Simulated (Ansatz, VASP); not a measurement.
## One calculation of BN, two programs

```
CELL_PARAMETERS angstrom
1.25112 0.72234 3.37293
-1.25112 0.72234 3.37293
0.00000 -1.44467 3.37293
ATOMIC_POSITIONS crystal
B 0.89998 0.05983 0.97991
N 0.33276 0.33276 0.33276
```

Alike in both runs: task single point; functional LDA; k mesh 12 × 12 × 12; occupations gaussian, width 0.05 eV; no spin polarisation.

```csv
,VASP,Ansatz
version,VASP 6.6.1,Ansatz 0.2.0
potentials or method,"VASP PAW LDA potentials, release 64 (B, N), cutoff 600 eV","scalar-relativistic, plane waves, PAW"
valence electrons in the cell,8,8
```

```csv
,VASP,Ansatz,Ansatz less VASP
gap on the k mesh at the Fermi level (eV),1.84,1.85,+0.013
least direct gap on the mesh (eV),3.17,3.18,+0.009
pressure (GPa),7.5,7.4,-0.07
"traceless stress, the component that is largest in VASP (GPa)",22.13,22.18,+0.058
rms of the force components (eV/Å),4.842,4.861,+0.0184
```

LDA's correlation is that of Perdew and Zunger in VASP and of Perdew and Wang (1992) in Ansatz. Atom by atom the forces differ by 0.020 eV/Å (rms over components).
